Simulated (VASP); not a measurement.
# SnSe2 (1T) (P-3m1) in VASP: a series of runs

SnSe2 (1T) is run at these levels: PBE+D3(BJ); tasks: single point, relaxation of cell and atoms.

Everything below comes from runs of VASP 6.6.1. Logs are shortened: lines on timing, memory, paths and dates and some standing lists are left out, and cuts for length are marked.

## (1) The cell of the first run

Symmetry: P-3m1, No. 164, trigonal system. Conventional cell: a = 3.799 Å, b = 3.799 Å, c = 5.701 Å, α = 90.00°, β = 90.00°, γ = 120.00°. Sn (site symmetry -3m) has 6 Se at 2.71 Å within 3.6 Å. Se (site symmetry 3m) has 3 Sn at 2.71 Å and 3 Se at 3.34 Å within 3.6 Å.

## (2) Single point, PBE+D3(BJ)

Contents of INCAR:

```
SYSTEM = SnSe2
ALGO = Normal
EDIFF = 1E-6
ENCUT = 520
GGA = PE
ISIF = 2
ISMEAR = 0
IVDW = 12
LASPH = .TRUE.
LCHARG = .FALSE.
LREAL = .FALSE.
LWAVE = .FALSE.
NBANDS = 20
NELM = 100
PREC = Accurate
SIGMA = 0.03
```

Contents of KPOINTS:

```
k-points
0
G
  12 12 8
  0 0 0
```

Contents of POSCAR:

```
SnSe2
1.0
    3.7988787931      0.0000000000      0.0000000000
   -1.8994393965      3.2899255407      0.0000000000
    0.0000000000      0.0000000000      5.7014551011
Sn Se
1 2
Direct
    0.0000000000      0.0000000000      0.0000000000
    0.3333333333      0.6666666667      0.2788579514
    0.6666666667      0.3333333333      0.7211420486
```

Potentials or basis: VASP PAW PBE potentials, release 64 (Sn_d, Se).

The run is started by

```sh
$ cat potpaw_PBE.64/Sn_d/POTCAR potpaw_PBE.64/Se/POTCAR > POTCAR
$ mpirun -np 1 vasp_std > vasp.out
```

OUTCAR:

```text
SYSTEM = SnSe2
   EDIFF = 1E-6
   ENCUT = 520
   GGA = PE
   ISIF = 2
   ISMEAR = 0
   IVDW = 12
   LASPH = .TRUE.
   LREAL = .FALSE.
   NELM = 100
   PREC = Accurate
 IVDW          = 12

 ion  position               nearest neighbor table
   1  0.000  0.000  0.000-   2 2.71   3 2.71   2 2.71   3 2.71   3 2.71   2 2.71
   2  0.333  0.667  0.279-   1 2.71   1 2.71   1 2.71
   3  0.667  0.333  0.721-   1 2.71   1 2.71   1 2.71

  LATTYP: Found a hexagonal cell.
 ALAT       =     3.7988787931
 C/A-ratio  =     1.5008257467

  Lattice vectors:

 A1 = (   3.7988787931,   0.0000000000,   0.0000000000)
 A2 = (  -1.8994393965,   3.2899255407,   0.0000000000)
 A3 = (   0.0000000000,   0.0000000000,   5.7014551011)

Analysis of symmetry for initial positions (statically):
=====================================================================
 Subroutine PRICEL returns:
 Original cell was already a primitive cell.

 Routine SETGRP: Setting up the symmetry group for a
 hexagonal supercell.

 Subroutine GETGRP returns: Found 12 space group operations
 (whereof 12 operations were pure point group operations)
 out of a pool of 24 trial point group operations.

The static configuration has the point symmetry D_3d.

Analysis of symmetry for dynamics (positions and initial velocities):
=====================================================================
 Subroutine PRICEL returns:
 Original cell was already a primitive cell.

 Routine SETGRP: Setting up the symmetry group for a
 hexagonal supercell.

 Subroutine GETGRP returns: Found 12 space group operations
 (whereof 12 operations were pure point group operations)
 out of a pool of 24 trial point group operations.

The dynamic configuration has the point symmetry D_3d.

 Subroutine INISYM returns: Found 12 space group operations
 (whereof 12 operations are pure point group operations),
 and found     1 'primitive' translations

----------------------------------------------------------------------------------------

                                     Primitive cell

  volume of cell :      71.2569

  direct lattice vectors                    reciprocal lattice vectors
     3.798878793  0.000000000  0.000000000     0.263235564  0.151979123  0.000000000
    -1.899439397  3.289925541  0.000000000     0.000000000  0.303958247  0.000000000
     0.000000000  0.000000000  5.701455101     0.000000000  0.000000000  0.175393822

  length of vectors
     3.798878793  3.798878793  5.701455101     0.303958247  0.303958247  0.175393822

  position of ions in fractional coordinates (direct lattice)
     0.000000000  0.000000000  0.000000000
     0.333333333  0.666666667  0.278857951
     0.666666667  0.333333333  0.721142049

  ion indices of the primitive-cell ions
   primitive index   ion index
                 1           1
                 2           2
                 3           3

----------------------------------------------------------------------------------------

 KPOINTS: k-points

Automatic generation of k-mesh.
 Grid dimensions read from file:
 generate k-points for:   12   12    8

 Generating k-lattice:

  Cartesian coordinates                     Fractional coordinates (reciprocal lattice)
     0.021936297  0.012664927  0.000000000     0.083333333  0.000000000  0.000000000
     0.000000000  0.025329854  0.000000000     0.000000000  0.083333333  0.000000000
     0.000000000  0.000000000  0.021924228     0.000000000  0.000000000  0.125000000

  Length of vectors
     0.025329854  0.025329854  0.021924228

  Shift w.r.t. Gamma in fractional coordinates (k-lattice)
     0.000000000  0.000000000  0.000000000

 Subroutine IBZKPT returns following result:
 ===========================================

 Found    131 irreducible k-points:

 Following reciprocal coordinates:
            Coordinates               Weight
  0.000000  0.000000  0.000000      1.000000
  0.083333  0.000000  0.000000      6.000000
  0.166667  0.000000  0.000000      6.000000
  0.250000  0.000000  0.000000      6.000000
  0.333333  0.000000  0.000000      6.000000
  0.416667 -0.000000  0.000000      6.000000
[... 16 lines left out ...]
  0.166667  0.000000  0.125000      6.000000
  0.000000  0.166667  0.125000      6.000000
 [... further k-points ...]
   k-points           NKPTS =    131   k-points in BZ     NKDIM =    131   number of bands    NBANDS=     20
   number of dos      NEDOS =    301   number of ions     NIONS =      3
   total plane-waves  NPLWV =  32928
   dimension x,y,z NGX =    28 NGY =   28 NGZ =   42
   dimension x,y,z NGXF=    56 NGYF=   56 NGZF=   84
   ions per type =               1   2
   NGX,Y,Z   is equivalent  to a cutoff of  12.25, 12.25, 12.25 a.u.
   NGXF,Y,Z  is equivalent  to a cutoff of  24.51, 24.51, 24.49 a.u.
 SYSTEM =  SnSe2
   PREC   = accura    normal or accurate (medium, high low for compatibility)
   ISTART =      0    job   : 0-new  1-cont  2-samecut
   ICHARG =      2    charge: 1-file 2-atom 10-const
   ISPIN  =      1    spin polarized calculation?
   LNONCOLLINEAR =      F non collinear calculations
   LSORBIT =      F    spin-orbit coupling
   LASPH  =      T    aspherical Exc in radial PAW
   ENCUT  =  520.0 eV  38.22 Ry    6.18 a.u.   7.06  7.06 10.60*2*pi/ulx,y,z
   NELM   =    100;   NELMIN=  2; NELMDL= -5     # of ELM steps
   EDIFF  = 0.1E-05   stopping-criterion for ELM
   LREAL  =      F    real-space projection
   EDIFFG = 0.1E-04   stopping-criterion for IOM
   NSW    =      0    number of steps for IOM
   IBRION =     -1    ionic relax: 0-MD 1-quasi-New 2-CG
   NFREE  =      0    steps in history (QN), initial steepest desc. (CG)
   ISIF   =      2    stress and relaxation
   ISYM   =      2    0-nonsym 1-usesym 2-fastsym
   POTIM  = 0.5000    time-step for ionic-motion
   TEBEG  =    0.0;   TEEND  =   0.0 temperature during run
   PSTRESS=    0.0 pullay stress
   NELECT =      26.0000    total number of electrons
   NUPDOWN=      -1.0000    fix difference up-down
   EMIN   =  10.00;   EMAX   =-10.00  energy-range for DOS
   EFERMI =   0.00;   METHOD = LEGACY
   ISMEAR =     0;   SIGMA  =   0.03  broadening in eV -4-tet -1-fermi 0-gaus
   EFERMI_NEDOS =   21; number of points for ismear=-14 and -15
   IALGO  =     38    algorithm
   IMIX   =      4    mixing-type and parameters
     AMIX     =   0.40;   BMIX     =  1.00
     AMIX_MAG =   1.60;   BMIX_MAG =  1.00
  volume/ion in A,a.u.               =      23.75       160.29
  Fermi-wavevector in a.u.,A,eV,Ry     =   1.169832  2.210662 18.619671  1.368507
  Thomas-Fermi vector in A             =   2.306299
   LORBIT       =      0    0 simple, 1 ext, 2 COOP (PROOUT), +10 PAW based schemes
   GGA     = PE    functional components
   LHFCALC =     F    Hartree Fock is set to
   AEXX    =    0.0000 exact exchange contribution
   IVDW    =    12    specifies the selected vdW correction
   LEPSILON=     F    determine dielectric tensor
   LRPA    =     F    only Hartree local field effects (RPA)
 non-spin polarized calculation
 Gauss-broadening in eV      SIGMA  =   0.03
  energy-cutoff  :      520.00
  volume of cell :       71.26
 maximum number of plane-waves:      1959
   NGX = 15   NGY = 15   NGZ = 21

 number of electron      25.9999999 magnetization

 Free energy of the ion-electron system (eV)
  ---------------------------------------------------
  ext. energy  EPLUGINS =         0.00000000
  ---------------------------------------------------
  free energy    TOTEN  =       -11.67141174 eV

  energy without entropy =      -11.67134630  energy(sigma->0) =      -11.67137902

 E-fermi :   5.5877     XC(G=0):  -9.9596

 val. band max:        5.5577465849   @ k =   0.0833   0.0833   0.0000
 cond. band min:       5.6175815318   @ k =   0.0000   0.4167   0.3750
 fundamental gap:      0.0598349469
 Fermi energy:         5.5876827806

 k-point     1 :       0.0000    0.0000    0.0000
  band No.  band energies     occupation
      1     -16.1642      2.00000
      2     -16.1642      2.00000
      3     -16.1269      2.00000
      4     -16.1134      2.00000
      5     -16.1134      2.00000
      6      -9.0326      2.00000
[... 12 lines left out ...]
     19      14.2935      0.00000
     20      14.2935      0.00000

 k-point     2 :       0.0833    0.0000    0.0000
  band No.  band energies     occupation
      1     -16.1672      2.00000
      2     -16.1614      2.00000
      3     -16.1249      2.00000
      4     -16.1152      2.00000
      5     -16.1131      2.00000
      6      -8.9627      2.00000
[... 12 lines left out ...]
     19      13.4684      0.00000
     20      14.2609      0.00000

 k-point     3 :       0.1667    0.0000    0.0000
  band No.  band energies     occupation
      1     -16.1761      2.00000
      2     -16.1546      2.00000
      3     -16.1222      2.00000
      4     -16.1168      2.00000
      5     -16.1118      2.00000
      6      -8.7570      2.00000
[... 12 lines left out ...]
     19      13.0522      0.00000
     20      14.2335      0.00000

 k-point     4 :       0.2500    0.0000    0.0000
  band No.  band energies     occupation
      1     -16.1896      2.00000
      2     -16.1475      2.00000
      3     -16.1274      2.00000
      4     -16.1088      2.00000
      5     -16.1077      2.00000
      6      -8.4304      2.00000
[... 12 lines left out ...]
     19      13.2400      0.00000
     20      14.6797      0.00000

 k-point     5 :       0.3333    0.0000    0.0000
  band No.  band energies     occupation
      1     -16.2039      2.00000
      2     -16.1433      2.00000
      3     -16.1328      2.00000
      4     -16.1007      2.00000
      5     -16.0997      2.00000
      6      -8.0165      2.00000
[... 12 lines left out ...]
     19      14.1782      0.00000
     20      15.6818      0.00000

 k-point     6 :       0.4167   -0.0000    0.0000
  band No.  band energies     occupation
      1     -16.2147      2.00000
      2     -16.1420      2.00000
      3     -16.1366      2.00000
      4     -16.0938      2.00000
      5     -16.0930      2.00000
      6      -7.5913      2.00000
[... 12 lines left out ...]
     19      15.3133      0.00000
     20      16.6167      0.00000

 k-point     7 :       0.5000    0.0000    0.0000
  band No.  band energies     occupation
      1     -16.2187      2.00000
      2     -16.1417      2.00000
      3     -16.1379      2.00000
      4     -16.0910      2.00000
      5     -16.0906      2.00000
      6      -7.3619      2.00000
[... 12 lines left out ...]
     19      15.8739      0.00000
     20      17.1060      0.00000
[... 277 lines left out ...]
 k-point    20 :       0.0000    0.0000    0.1250
  band No.  band energies     occupation
      1     -16.1642      2.00000
      2     -16.1642      2.00000
      3     -16.1268      2.00000
      4     -16.1133      2.00000
      5     -16.1133      2.00000
      6      -8.9852      2.00000
[... 12 lines left out ...]
     19      14.0035      0.00000
     20      14.0035      0.00000

 k-point    21 :       0.0833    0.0000    0.1250
  band No.  band energies     occupation
      1     -16.1672      2.00000
      2     -16.1614      2.00000
      3     -16.1248      2.00000
      4     -16.1152      2.00000
      5     -16.1131      2.00000
      6      -8.9156      2.00000
[... 12 lines left out ...]
     19      13.7469      0.00000
     20      14.3306      0.00000

 k-point    22 :       0.0000    0.0833    0.1250
  band No.  band energies     occupation
      1     -16.1671      2.00000
      2     -16.1614      2.00000
      3     -16.1249      2.00000
      4     -16.1152      2.00000
      5     -16.1131      2.00000
      6      -8.9155      2.00000
[... 12 lines left out ...]
     19      13.5780      0.00000
     20      13.8248      0.00000

 k-point    23 :       0.1667    0.0000    0.1250
  band No.  band energies     occupation
      1     -16.1762      2.00000
      2     -16.1546      2.00000
      3     -16.1221      2.00000
      4     -16.1168      2.00000
      5     -16.1118      2.00000
      6      -8.7111      2.00000
[... 12 lines left out ...]
     19      13.5308      0.00000
     20      14.1908      0.00000

 k-point    24 :       0.0000    0.1667    0.1250
  band No.  band energies     occupation
      1     -16.1761      2.00000
      2     -16.1546      2.00000
      3     -16.1223      2.00000
      4     -16.1167      2.00000
      5     -16.1118      2.00000
      6      -8.7105      2.00000
[... 12 lines left out ...]
     19      12.8799      0.00000
     20      13.8672      0.00000

 [... further k-points ...]

------------------------ aborting loop because EDIFF is reached ----------------------------------------

 Edisp (eV)   -1.18097

 E8    (eV) :    -0.5171

  FORCE on cell =-STRESS in cart. coord.  units (eV):
  Direction    XX          YY          ZZ          XY          YZ          ZX
  --------------------------------------------------------------------------------------
  -------------------------------------------------------------------------------------
  Total       1.37561     1.37561     1.38004     0.00000     0.00000     0.00000
  in kB      30.92995    30.92995    31.02955     0.00000     0.00000     0.00000
  external pressure =       30.96 kB  Pullay stress =        0.00 kB

 VOLUME and BASIS-vectors are now :
 -----------------------------------------------------------------------------
  energy-cutoff  :      520.00
  volume of cell :       71.26
      direct lattice vectors                 reciprocal lattice vectors
     3.798878793  0.000000000  0.000000000     0.263235564  0.151979123  0.000000000
    -1.899439397  3.289925541  0.000000000     0.000000000  0.303958247  0.000000000
     0.000000000  0.000000000  5.701455101     0.000000000  0.000000000  0.175393822

 POSITION                                       TOTAL-FORCE (eV/Angst)
 -----------------------------------------------------------------------------------
      0.00000      0.00000      0.00000        -0.000000      0.000000      0.000000
     -0.00000      2.19328      1.58990        -0.000000      0.000000      0.016571
      1.89944      1.09664      4.11156         0.000000      0.000000     -0.016571
 -----------------------------------------------------------------------------------
    total drift:                                0.000000      0.000000      0.000000

  FREE ENERGIE OF THE ION-ELECTRON SYSTEM (eV)
  ---------------------------------------------------
  free  energy   TOTEN  =       -12.8523806730 eV

  energy  without entropy=      -12.8523152404  energy(sigma->0) =      -12.85234796
```

Run time: 1.9 min. Hardware: 1 thread of AMD EPYC 7R43 (Zen 3), shared host; peak memory 0.28 GiB.

Results:

```yaml
Free_energy: -12.8524 eV
Pressure: 3.1 GPa
Largest_force: 0.017 eV/Å
Band_gap_on_the_k_mesh: 0.06 eV, indirect (least direct gap 0.69 eV)
Dispersion_energy_per_atom: -0.394 eV
```

Forces on the atoms (eV/Å):
```
Sn   0.000  0.000  0.000
Se   0.000  0.000  0.017
Se   0.000  0.000 -0.017
```

Caveat: spin-orbit coupling is left out, which moves the levels of the heavy elements.

## (3) Relaxation of cell and atoms, PBE+D3(BJ), target pressure 3 GPa, at which the enthalpy is minimised

This run uses another cell than the first one, of 24.73 Å³/atom, 1.041 times its volume.

Contents of INCAR:

```
PREC = Accurate
ENCUT = 600
EDIFF = 1E-6
ISMEAR = 0
SIGMA = 0.03
LREAL = False
LASPH = True
NELM = 100
ALGO = Normal
ISIF = 3
LWAVE = False
LCHARG = False
GGA = PE
IVDW = 12
IBRION = 2
NSW = 80
EDIFFG = -0.003
PSTRESS = 30.0
```

Contents of KPOINTS:

```
regular mesh
0
Gamma
  12 12 8
```

Contents of POSCAR:

```
SnSe2
1.0
    3.7607986129      0.0000000000      0.0000000000
   -1.8803993064      3.2569471372      0.0000000000
    0.0000000000      0.0000000000      6.0561587739
Sn Se
1 2
Direct
    0.0000000000      0.0000000000      0.0000000000
    0.3333333333      0.6666666667      0.2500000000
    0.6666666667      0.3333333333      0.7500000000
```

Potentials or basis: VASP PAW PBE potentials, release 64 (Sn_d, Se).

The run is started by

```sh
$ cat potpaw_PBE.64/Sn_d/POTCAR potpaw_PBE.64/Se/POTCAR > POTCAR
$ mpirun -np 1 vasp_std > vasp.out
```

Run time: 18 min. Hardware: 1 thread of AMD EPYC 7R43 (Zen 3), shared host; peak memory 0.36 GiB.

The run converged. Its results:

```
Free energy                                            : -12.8531 eV
Relaxed volume                                         : 23.76 Å³/atom
Relaxed cell                                           : a = 3.800 Å, b = 3.800 Å, c = 5.700 Å, α = 90.00°, β = 90.00°, γ = 120.00°
Space group after relaxing (to 0.05 Å)                 : P-3m1 (No. 164)
Energy change on relaxing (the enthalpy is what falls) : -33.4 meV/atom
Ionic steps                                            : 12
Pressure after relaxing                                : 3.0 GPa
Band gap on the k mesh                                 : 0.05 eV, indirect (least direct gap 0.69 eV)
Dispersion energy per atom                             : -0.394 eV
```

Step by step:
| step | energy change (eV) | largest force (eV/Å) | pressure (GPa) | volume (Å³) |
| --- | --- | --- | --- | --- |
| 1 | 0.0000 | 1.1731 | 6.41 | 74.18 |
| 2 | -0.1310 | 0.1884 | -1.40 | 79.97 |
| 3 | -0.1256 | 0.3746 | 1.74 | 77.27 |
| 4 | -0.1249 | 0.2786 | 2.12 | 75.95 |
| 5 | -0.0881 | 0.0342 | 3.30 | 72.84 |
| 6 | -0.0927 | 0.0044 | 3.32 | 72.09 |
| 7 | -0.0833 | 0.0553 | 3.63 | 70.66 |
| 8 | -0.0777 | 0.0674 | 3.77 | 70.34 |
| 9 | -0.1092 | 0.1205 | 2.18 | 71.89 |
| 10 | -0.1000 | 0.1026 | 2.73 | 71.34 |
| 11 | -0.1000 | 0.0213 | 3.08 | 71.27 |
| 12 | -0.1002 | 0.0004 | 3.01 | 71.29 |

Final structure:
```
CELL_PARAMETERS angstrom
3.80030 0.00000 0.00000
-1.90015 3.29116 0.00000
0.00000 0.00000 5.69954
ATOMIC_POSITIONS crystal
Sn 0.00000 0.00000 0.00000
Se 0.33333 0.66667 0.27917
Se 0.66667 0.33333 0.72083
```

Levels at points of the mesh, in eV from the valence-band top:
```csv
k point,band 10,band 11,band 12,band 13,band 14,band 15,band 16,band 17
"(0.00, 0.00, 0.00)",-1.03,-1.02,-1.02,-0.19,0.49,2.71,4.32,4.32
"(0.50, 0.00, 0.00)",-3.95,-3.19,-2.43,-0.57,1.11,3.19,4.37,4.38
"(0.00, 0.00, 0.50)",-1.32,-1.32,-0.56,-0.56,2.48,2.52,3.70,3.70
"(0.50, 0.00, 0.50)",-2.69,-2.29,-1.60,-1.60,0.55,3.52,4.28,5.55
```

Caveat: the cell is relaxed towards a set pressure, so the enthalpy falls and the energy may rise; spin-orbit coupling is left out, which moves the levels of the heavy elements.
